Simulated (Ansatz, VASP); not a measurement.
Two plane-wave programs on KBr

```xyz
2
Lattice="4.0435 0.0000 0.0000 0.0000 4.0435 -0.0202 0.0000 -0.0202 4.0435" Properties=species:S:1:pos:R:3 pbc="T T T"
K     0.0000    0.0000    0.0000
Br    2.0217    2.0116    2.0116
```

Change from the starting cell: strain -0.0100 x Voigt [0, 0, 0, 1, 0, 0], atoms carried along.

Alike in both runs: task single point; functional PBEsol; k mesh 6 × 6 × 6; occupations gaussian, width 0.05 eV; no spin polarisation.

|  | VASP | Ansatz |
| --- | --- | --- |
| version | VASP 6.6.1 | Ansatz 0.2.0 |
| potentials or method | VASP PAW PBE potentials, release 64 (K_sv, Br), cutoff 520 eV | scalar-relativistic, plane waves, PAW |
| valence electrons in the cell | 16 | 16 |

Ansatz gave:

* gap on the k mesh at the Fermi level (eV): 3.71
* least direct gap on the mesh (eV): 3.97
* pressure (GPa): -1.2

Problem. Which values does VASP return?

Solution. gap on the k mesh at the Fermi level (eV): 3.71; least direct gap on the mesh (eV): 3.96; pressure (GPa): -1.2.

VASP's potentials were made for PBE, not for PBEsol.
